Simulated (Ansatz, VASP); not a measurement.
**Two plane-wave programs on ScBSbP3**

```
Sc B Sb P
1.0
     2.41649   -5.10814    0.00000
     2.41649    5.10814    0.00000
     0.00000    0.00000    5.70681
Sc B Sb P
1 1 1 3
Direct
  0.50000 0.50000 0.50000
  0.00000 0.00000 0.00000
  0.50000 0.50000 0.00000
  0.00000 0.00000 0.50000
  0.22693 0.77307 0.50000
  0.77307 0.22693 0.50000
```

Alike in both runs: functional PBE; k mesh 4 × 4 × 4; occupations gaussian, width 0.1 eV; no spin polarisation.

Ansatz relaxed the structure, and its values are those at the end. VASP's run is a single point on that final structure, the one shown.

|  | VASP | Ansatz |
| --- | --- | --- |
| version | VASP 6.6.1 | Ansatz 0.2.0 |
| potentials or method | VASP PAW PBE potentials, release 64 (Sc_sv, B, Sb, P), cutoff 520 eV | scalar-relativistic, plane waves, PAW |
| valence electrons in the cell | 34 | 44 |

|  | VASP | Ansatz | Ansatz less VASP |
| --- | --- | --- | --- |
| gap on the k mesh at the Fermi level (eV) | none | none | - |
| pressure (GPa) | 0.0 | 0.0 | -0.02 |
| rms of the force components (eV/Å) | 0.003 | 0.002 | -0.0007 |

A gap of «none» marks a metal or a gap that the smearing closes. VASP's potentials hold 34 valence electrons a cell and Ansatz's 44, so a difference there can come from the potentials and not from the codes.

Neither program's run includes spin-orbit coupling.
